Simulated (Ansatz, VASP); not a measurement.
GaAs in VASP and in Ansatz

File POSCAR:

```
GaAs
1.0
    0.0000000000      2.8330850953      2.8330850953
    2.8330850953      0.0000000000      2.8330850953
    2.8330850953      2.8330850953      0.0000000000
Ga As
1 1
Direct
    0.0000000000      0.0000000000      0.0000000000
    0.2500000000      0.2500000000      0.2500000000
```

Contents of INCAR.step1:

```
SYSTEM = GaAs
PREC = Accurate
ENCUT = 520
EDIFF = 1E-5
ISMEAR = 0
SIGMA = 0.01
LREAL = .False.
LASPH = .True.
NELM = 100
ALGO = Normal
ISIF = 2
LWAVE = .True.
LCHARG = .False.
GGA = PE
NBANDS = 16
```

Contents of INCAR.step2:

```
SYSTEM = GaAs
PREC = Accurate
ENCUT = 520
EDIFF = 1E-6
ISMEAR = 0
SIGMA = 0.01
LREAL = .False.
LASPH = .True.
NELM = 100
ALGO = Normal
ISIF = 2
LWAVE = .False.
LCHARG = .False.
GGA = PE
LHFCALC = .True.
HFSCREEN = 0.2079
PRECFOCK = Normal
ISTART = 1
NBANDS = 16
```

The input KPOINTS:

```
regular mesh
0
Gamma
  6 6 6
  0 0 0
```

Input for Ansatz:

```yaml
crystal:
  lattice:
    - [0.0, 2.8330850953, 2.8330850953]
    - [2.8330850953, 0.0, 2.8330850953]
    - [2.8330850953, 2.8330850953, 0.0]
  atoms:
    - { symbol: Ga, position: [0.0, 0.0, 0.0] }
    - { symbol: As, position: [0.25, 0.25, 0.25] }
kpoints:
  mp_grid: { grid: [6, 6, 6] }
  band_path:
    path:
      - [0.0, 0.0, 0.0]
      - [-0.5, -0.5, 0.0]
      - [-0.375, -0.375, 0.25]
      - [-0.375, 0.0, 0.375]
      - [0.0, 0.0, 0.5]
      - [-0.5, -0.25, 0.25]
    npoints: 1
hamiltonian:
  xc: hse06
scf:
  occupations: { method: fixed }
  n_extra_bands: 4
output:
  forces: true
  stress: true
  eigenvalues: true
```

Alike in both runs: task single point; functional HSE06; k mesh 6 × 6 × 6; no spin polarisation.

```csv
,VASP,Ansatz
version,VASP 6.6.1,Ansatz 0.2.0
potentials or method,"VASP PAW PBE potentials, release 64 (Ga_d, As)","plane waves, PAW"
plane-wave cutoff (eV),520,420
occupations,"gaussian, width 0.01 eV",fixed
valence electrons in the cell,18,28
```

|  | VASP | Ansatz | Ansatz less VASP |
| --- | --- | --- | --- |
| gap on the k mesh at the Fermi level (eV) | 1.36 | 1.36 | +0.004 |
| pressure (GPa) | 0.5 | 0.6 | +0.14 |

VASP's potentials hold 18 valence electrons a cell and Ansatz's 28, so a difference there can come from the potentials and not from the codes. Ansatz's warnings: stress exchange threshold loose, stress scf threshold loose.
